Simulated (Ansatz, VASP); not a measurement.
## ZrC2: VASP beside Ansatz

INCAR

```
  PREC = Accurate
  ENCUT = 600
  EDIFF = 1E-6
  ISMEAR = 0
  SIGMA = 0.1
  LREAL = False
  LASPH = True
  NELM = 100
  ALGO = Normal
  ISIF = 3
  LWAVE = False
  LCHARG = False
  GGA = PE
  IBRION = 2
  NSW = 90
  EDIFFG = -0.04
```

KPOINTS

```
Automatic mesh
0
Gamma
  6 6 4
```

POSCAR

```
ZrC2
1.0
    3.3755395700      0.0000000000      0.0000000000
   -1.6877697800      2.9233030200      0.0000000000
    0.0000000000      0.0000000000      5.2320863300
Zr C
1 2
Direct
    0.0000000000      0.0000000000      0.0000000000
    0.3333333300      0.6666666700      0.2500000000
    0.6666666700      0.3333333300      0.7500000000
```

Input for Ansatz:

```yaml
crystal:
  lattice:
    - [3.37553957, 0.0, 0.0]
    - [-1.68776978, 2.92330302, 0.0]
    - [0.0, 0.0, 5.23208633]
  atoms:
    - { symbol: Zr, position: [0.0, 0.0, 0.0] }
    - { symbol: C, position: [0.33333333, 0.66666667, 0.25] }
    - { symbol: C, position: [0.66666667, 0.33333333, 0.75] }
basis:
  ecutwfc: 420
kpoints:
  mp_grid: { grid: [6, 6, 4] }
hamiltonian:
  xc: pbe
scf:
  occupations: { method: gaussian, width: 0.1 }
  lower_state_search: "off"
output:
  forces: true
  stress: true
  eigenvalues: true
relax:
  adjacent_minimum: "off"
  f_tol: 0.04
  max_steps: 70
  cell: { stress_tol: 0.4 }
```

Change from the starting cell: ordered vacancies on the cation sites of nickel arsenide (P-3m1, No. 164).

Alike in both runs: task relaxation of cell and atoms; functional PBE; k mesh 6 × 6 × 4; occupations gaussian, width 0.1 eV; no spin polarisation.

```csv
,VASP,Ansatz
version,VASP 6.6.1,Ansatz 0.2.0
potentials or method,"VASP PAW PBE potentials, release 64 (Zr_sv, C), cutoff 600 eV","scalar-relativistic, plane waves, PAW"
valence electrons in the cell,20,20
```

|  | VASP | Ansatz | Ansatz less VASP |
| --- | --- | --- | --- |
| gap on the k mesh at the Fermi level, each at its own relaxed structure (eV) | none | none | - |
| relaxed volume (Å³/atom) | 9.50 | 9.50 | +0.003 |
| relaxed length of the cell vector where the two differ most in proportion (Å) | 3.422 | 3.423 | +0.0013 |

A gap of «none» marks a metal or a gap that the smearing closes.

Noted on VASP's run: the volume moved by over 15 % at a fixed basis, so the end points are rough.
